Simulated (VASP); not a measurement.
# Ag (Fm-3m) in VASP: notebook

Ag is run at these levels: PBEsol; tasks: single point, relaxation of cell and atoms.

Program: VASP 6.6.1. These are calculated values, not measurements. Logs are shortened: lines on timing, memory, paths and dates and some standing lists are left out, and cuts for length are marked.

### 1 The cell of the first run

It takes space group Fm-3m (No. 225, cubic). The conventional cell has a = 4.057 Å, b = 4.057 Å, c = 4.057 Å, α = 90.00°, β = 90.00°, γ = 90.00°. Ag (site symmetry m-3m) has 12 Ag at 2.87 Å within 3.8 Å.

### 2 Single point, PBEsol

Input file INCAR:

```
SYSTEM = Ag
PREC = Accurate
ENCUT = 520
EDIFF = 1E-6
ISMEAR = 0
SIGMA = 0.05
LREAL = .FALSE.
LASPH = .TRUE.
NELM = 100
ALGO = Normal
ISIF = 2
LWAVE = .FALSE.
LCHARG = .FALSE.
GGA = PS
NBANDS = 12
```

Input file KPOINTS:

```
regular mesh
0
G
  10 10 10
  0 0 0
```

Input file POSCAR:

```
Ag
1.0
    0.0000000000      2.0286076309      2.0286076309
    2.0286076309      0.0000000000      2.0286076309
    2.0286076309      2.0286076309      0.0000000000
Ag
1
Direct
    0.0000000000      0.0000000000      0.0000000000
```

Potentials or basis: VASP PAW PBE potentials, release 64 (Ag).

Launch:

```
cat potpaw_PBE.64/Ag/POTCAR > POTCAR
mpirun -np 1 vasp_std > vasp.out
```

OUTCAR:

```text
SYSTEM = Ag
   PREC = Accurate
   ENCUT = 520
   EDIFF = 1E-6
   ISMEAR = 0
   LREAL = .FALSE.
   LASPH = .TRUE.
   NELM = 100
   ISIF = 2
   GGA = PS

 ion  position               nearest neighbor table
   1  0.000  0.000  0.000-

  LATTYP: Found a face centered cubic cell.
 ALAT       =     4.0572152618

  Lattice vectors:

 A1 = (   0.0000000000,   2.0286076309,   2.0286076309)
 A2 = (   2.0286076309,   0.0000000000,   2.0286076309)
 A3 = (   2.0286076309,   2.0286076309,   0.0000000000)

Analysis of symmetry for initial positions (statically):
=====================================================================
 Subroutine PRICEL returns:
 Original cell was already a primitive cell.

 Routine SETGRP: Setting up the symmetry group for a
 face centered cubic supercell.

 Subroutine GETGRP returns: Found 48 space group operations
 (whereof 48 operations were pure point group operations)
 out of a pool of 48 trial point group operations.

The static configuration has the point symmetry O_h .

Analysis of symmetry for dynamics (positions and initial velocities):
=====================================================================
 Subroutine PRICEL returns:
 Original cell was already a primitive cell.

 Routine SETGRP: Setting up the symmetry group for a
 face centered cubic supercell.

 Subroutine GETGRP returns: Found 48 space group operations
 (whereof 48 operations were pure point group operations)
 out of a pool of 48 trial point group operations.

The dynamic configuration has the point symmetry O_h .

 Subroutine INISYM returns: Found 48 space group operations
 (whereof 48 operations are pure point group operations),
 and found     1 'primitive' translations

----------------------------------------------------------------------------------------

                                     Primitive cell

  volume of cell :      16.6965

  direct lattice vectors                    reciprocal lattice vectors
     0.000000000  2.028607631  2.028607631    -0.246474475  0.246474475  0.246474475
     2.028607631  0.000000000  2.028607631     0.246474475 -0.246474475  0.246474475
     2.028607631  2.028607631  0.000000000     0.246474475  0.246474475 -0.246474475

  length of vectors
     2.868884424  2.868884424  2.868884424     0.426906313  0.426906313  0.426906313

  position of ions in fractional coordinates (direct lattice)
     0.000000000  0.000000000  0.000000000

  ion indices of the primitive-cell ions
   primitive index   ion index
                 1           1

----------------------------------------------------------------------------------------

 KPOINTS: regular mesh

Automatic generation of k-mesh.
 Grid dimensions read from file:
 generate k-points for:   10   10   10

 Generating k-lattice:

  Cartesian coordinates                     Fractional coordinates (reciprocal lattice)
    -0.024647447  0.024647447  0.024647447     0.100000000  0.000000000  0.000000000
     0.024647447 -0.024647447  0.024647447     0.000000000  0.100000000  0.000000000
     0.024647447  0.024647447 -0.024647447     0.000000000  0.000000000  0.100000000

  Length of vectors
     0.042690631  0.042690631  0.042690631

  Shift w.r.t. Gamma in fractional coordinates (k-lattice)
     0.000000000  0.000000000  0.000000000

 Subroutine IBZKPT returns following result:
 ===========================================

 Found     47 irreducible k-points:

 Following reciprocal coordinates:
            Coordinates               Weight
  0.000000  0.000000  0.000000      1.000000
  0.100000  0.000000  0.000000      8.000000
  0.200000  0.000000  0.000000      8.000000
  0.300000  0.000000  0.000000      8.000000
  0.400000  0.000000  0.000000      8.000000
  0.500000  0.000000  0.000000      4.000000
[... 16 lines left out ...]
  0.300000  0.300000  0.000000      6.000000
  0.400000  0.300000  0.000000     24.000000
 [... further k-points ...]
   k-points           NKPTS =     47   k-points in BZ     NKDIM =     47   number of bands    NBANDS=     12
   number of dos      NEDOS =    301   number of ions     NIONS =      1
   total plane-waves  NPLWV =  13824
   dimension x,y,z NGX =    24 NGY =   24 NGZ =   24
   dimension x,y,z NGXF=    48 NGYF=   48 NGZF=   48
   ions per type =               1
   NGX,Y,Z   is equivalent  to a cutoff of  13.91, 13.91, 13.91 a.u.
   NGXF,Y,Z  is equivalent  to a cutoff of  27.82, 27.82, 27.82 a.u.
 SYSTEM =  Ag
   PREC   = accura    normal or accurate (medium, high low for compatibility)
   ISTART =      0    job   : 0-new  1-cont  2-samecut
   ICHARG =      2    charge: 1-file 2-atom 10-const
   ISPIN  =      1    spin polarized calculation?
   LNONCOLLINEAR =      F non collinear calculations
   LSORBIT =      F    spin-orbit coupling
   LASPH  =      T    aspherical Exc in radial PAW
   ENCUT  =  520.0 eV  38.22 Ry    6.18 a.u.   5.33  5.33  5.33*2*pi/ulx,y,z
   NELM   =    100;   NELMIN=  2; NELMDL= -5     # of ELM steps
   EDIFF  = 0.1E-05   stopping-criterion for ELM
   LREAL  =      F    real-space projection
   EDIFFG = 0.1E-04   stopping-criterion for IOM
   NSW    =      0    number of steps for IOM
   IBRION =     -1    ionic relax: 0-MD 1-quasi-New 2-CG
   NFREE  =      0    steps in history (QN), initial steepest desc. (CG)
   ISIF   =      2    stress and relaxation
   ISYM   =      2    0-nonsym 1-usesym 2-fastsym
   POTIM  = 0.5000    time-step for ionic-motion
   TEBEG  =    0.0;   TEEND  =   0.0 temperature during run
   PSTRESS=    0.0 pullay stress
   NELECT =      11.0000    total number of electrons
   NUPDOWN=      -1.0000    fix difference up-down
   EMIN   =  10.00;   EMAX   =-10.00  energy-range for DOS
   EFERMI =   0.00;   METHOD = LEGACY
   ISMEAR =     0;   SIGMA  =   0.05  broadening in eV -4-tet -1-fermi 0-gaus
   EFERMI_NEDOS =   21; number of points for ismear=-14 and -15
   IALGO  =     38    algorithm
   IMIX   =      4    mixing-type and parameters
     AMIX     =   0.40;   BMIX     =  1.00
     AMIX_MAG =   1.60;   BMIX_MAG =  1.00
  volume/ion in A,a.u.               =      16.70       112.67
  Fermi-wavevector in a.u.,A,eV,Ry     =   1.424506  2.691926 27.609185  2.029218
  Thomas-Fermi vector in A             =   2.544990
   LORBIT       =      0    0 simple, 1 ext, 2 COOP (PROOUT), +10 PAW based schemes
   GGA     = PS    functional components
   LHFCALC =     F    Hartree Fock is set to
   AEXX    =    0.0000 exact exchange contribution
   IVDW    =     0    specifies the selected vdW correction
   LEPSILON=     F    determine dielectric tensor
   LRPA    =     F    only Hartree local field effects (RPA)
 non-spin polarized calculation
 Gauss-broadening in eV      SIGMA  =   0.05
  energy-cutoff  :      520.00
  volume of cell :       16.70
 maximum number of plane-waves:       464
 NGX is ok and might be reduce to    24
   NGX = 11   NGY = 11   NGZ = 11

 number of electron      11.0000001 magnetization

 Free energy of the ion-electron system (eV)
  ---------------------------------------------------
  ext. energy  EPLUGINS =         0.00000000
  ---------------------------------------------------
  free energy    TOTEN  =        -3.29390957 eV

  energy without entropy =       -3.29303479  energy(sigma->0) =       -3.29347218

 E-fermi :   8.5322     XC(G=0): -12.5371

 val. band max:        8.2428331003   @ k =   0.5000   0.2000   0.1000
 cond. band min:       8.5764811751   @ k =   0.5000   0.1000   0.0000
 fundamental gap:      0.3336480748
 Fermi energy:         8.5322198370

 k-point     1 :       0.0000    0.0000    0.0000
  band No.  band energies     occupation
      1       0.5394      2.00000
      2       3.6825      2.00000
      3       3.6825      2.00000
      4       3.6825      2.00000
      5       4.7695      2.00000
      6       4.7695      2.00000
      7      24.5551      0.00000
      8      28.2528      0.00000
      9      28.2528      0.00000
     10      28.2528      0.00000
     11      33.1248      0.00000
     12      34.3920      0.00000

 k-point     2 :       0.1000    0.0000    0.0000
  band No.  band energies     occupation
      1       0.8522      2.00000
      2       3.6136      2.00000
      3       3.7670      2.00000
      4       3.7670      2.00000
      5       4.7402      2.00000
      6       4.7402      2.00000
      7      24.4994      0.00000
      8      26.2202      0.00000
      9      28.3939      0.00000
     10      28.3939      0.00000
     11      32.6291      0.00000
     12      33.9380      0.00000

 k-point     3 :       0.2000    0.0000    0.0000
  band No.  band energies     occupation
      1       1.6320      2.00000
      2       3.6090      2.00000
      3       3.8951      2.00000
      4       3.8951      2.00000
      5       4.7763      2.00000
      6       4.7763      2.00000
      7      21.7235      0.00000
      8      25.4108      0.00000
      9      28.5497      0.00000
     10      28.5497      0.00000
     11      31.4500      0.00000
     12      32.6107      0.00000
[... 286 lines left out ...]
 k-point    23 :       0.3000    0.3000    0.0000
  band No.  band energies     occupation
      1       2.4428      2.00000
      2       2.6140      2.00000
      3       4.9248      2.00000
      4       4.9248      2.00000
      5       5.2813      2.00000
      6       5.4869      2.00000
      7      22.0040      0.00000
      8      22.0040      0.00000
      9      22.3979      0.00000
     10      25.5561      0.00000
     11      26.2852      0.00000
     12      37.3554      0.00000

 k-point    24 :       0.4000    0.3000    0.0000
  band No.  band energies     occupation
      1       2.3848      2.00000
      2       2.5326      2.00000
      3       4.8185      2.00000
      4       4.9963      2.00000
      5       5.5516      2.00000
      6       7.2530      2.00000
      7      19.1540      0.00000
      8      20.3164      0.00000
      9      21.1725      0.00000
     10      25.7229      0.00000
     11      27.8379      0.00000
     12      37.2737      0.00000

 [... further k-points ...]

------------------------ aborting loop because EDIFF is reached ----------------------------------------

  FORCE on cell =-STRESS in cart. coord.  units (eV):
  Direction    XX          YY          ZZ          XY          YZ          ZX
  --------------------------------------------------------------------------------------
  -------------------------------------------------------------------------------------
  Total       -0.0216492     -0.0216492     -0.0216492     -0.0000000      0.0000000      0.0000000
  in kB       -2.0774350     -2.0774350     -2.0774350     -0.0000000      0.0000000      0.0000000
  external PRESSURE =      -2.0774350 kB  Pullay stress =       0.0000000 kB

 VOLUME and BASIS-vectors are now :
 -----------------------------------------------------------------------------
  energy-cutoff  :      520.00
  volume of cell :       16.70
      direct lattice vectors                 reciprocal lattice vectors
     0.000000000  2.028607631  2.028607631    -0.246474475  0.246474475  0.246474475
     2.028607631  0.000000000  2.028607631     0.246474475 -0.246474475  0.246474475
     2.028607631  2.028607631  0.000000000     0.246474475  0.246474475 -0.246474475

 POSITION                                       TOTAL-FORCE (eV/Angst)
 -----------------------------------------------------------------------------------
      0.00000      0.00000      0.00000         0.000000      0.000000      0.000000
 -----------------------------------------------------------------------------------
    total drift:                               -0.000000      0.000000     -0.000000

  FREE ENERGIE OF THE ION-ELECTRON SYSTEM (eV)
  ---------------------------------------------------
  free  energy   TOTEN  =        -3.2939095668 eV

  energy  without entropy=       -3.2930347905  energy(sigma->0) =       -3.29347218
```

It took 3.6 s on 1 thread of Intel Xeon 6975P-C (Granite Rapids), shared host; peak memory 0.14 GiB.

Results:

```yaml
Free_energy: -3.2939 eV
Pressure: -0.2 GPa
```

Levels at points of the mesh, in eV from the Fermi level:
| k point | band 3 | band 4 | band 5 | band 6 | band 7 | band 8 | band 9 | band 10 |
| --- | --- | --- | --- | --- | --- | --- | --- | --- |
| (0.00, 0.00, 0.00) | -4.85 | -4.85 | -3.76 | -3.76 | 16.02 | 19.72 | 19.72 | 19.72 |
| (0.50, 0.00, 0.00) | -4.87 | -2.93 | -2.93 | -0.52 | 3.70 | 15.26 | 18.02 | 18.02 |
| (0.50, 0.50, 0.00) | -2.96 | -2.72 | -2.72 | 1.51 | 6.88 | 10.70 | 10.70 | 17.41 |

Caveat: the PAW data sets were made with another functional, which shifts forces and pressure a little.

### 3 Relaxation of cell and atoms, PBEsol

This run uses another cell than the first one, of 17.05 Å³/atom, 1.021 times its volume.

Input file INCAR:

```
SYSTEM = Ag
PREC = Accurate ; ENCUT = 600
EDIFF = 1E-7 ; ISMEAR = 0
SIGMA = 0.05 ; LREAL = .False.
LASPH = .True. ; NELM = 80
ALGO = Normal ; ISIF = 3
LWAVE = .False. ; LCHARG = .False.
GGA = PS ; IBRION = 2
NSW = 80 ; EDIFFG = -0.02
```

Input file KPOINTS:

```
regular mesh
0
Gamma
  10 10 10
  0 0 0
```

Input file POSCAR:

```
Ag
1.0
    0.0000000000      2.0427500000      2.0427500000
    2.0427500000      0.0000000000      2.0427500000
    2.0427500000      2.0427500000      0.0000000000
Ag
1
Direct
    0.0000000000      0.0000000000      0.0000000000
```

Potentials or basis: VASP PAW PBE potentials, release 64 (Ag).

Launch:

```
cat potpaw_PBE.64/Ag/POTCAR > POTCAR
mpirun -np 1 vasp_std > vasp.out
```

It took 7.2 s on 1 thread of Intel Xeon 6975P-C (Granite Rapids), shared host; peak memory 0.15 GiB.

It converged, with:

```yaml
Free_energy: -3.2942 eV
Relaxed_volume: 16.67 Å³/atom
Relaxed_cell: a = 2.867 Å, b = 2.867 Å, c = 2.867 Å, α = 60.00°, β = 60.00°, γ = 60.00°
Space_group_after_relaxing_to_0.05_Å: Fm-3m (No. 225)
Energy_gained_by_relaxing: 3.0 meV/atom
Ionic_steps: 3
Pressure_after_relaxing: 0.0 GPa
```

Step by step:
| step | energy change (eV) | largest force (eV/Å) | pressure (GPa) | volume (Å³) |
| --- | --- | --- | --- | --- |
| 1 | 0.0000 | 0.0000 | -2.46 | 17.05 |
| 2 | -0.0015 | 0.0000 | 1.86 | 16.41 |
| 3 | -0.0030 | 0.0000 | 0.00 | 16.67 |

Final structure:
```
Ag
1.0
     0.00000    2.02739    2.02739
     2.02739    0.00000    2.02739
     2.02739    2.02739    0.00000
Ag
1
Direct
  0.00000 0.00000 0.00000
```

Levels at points of the mesh, in eV from the Fermi level:
```tsv
k point	band 2	band 3	band 4	band 5	band 6	band 7	band 8	band 9
(0.00, 0.00, 0.00)	-4.86	-4.86	-4.86	-3.77	-3.77	16.03	19.73	19.73
(0.50, 0.00, 0.00)	-4.88	-4.88	-2.93	-2.93	-0.53	3.71	15.26	18.04
(0.50, 0.50, 0.00)	-6.43	-2.97	-2.72	-2.72	1.51	6.89	10.71	10.71
```

Caveat: the PAW data sets were made with another functional, which shifts forces and pressure a little.
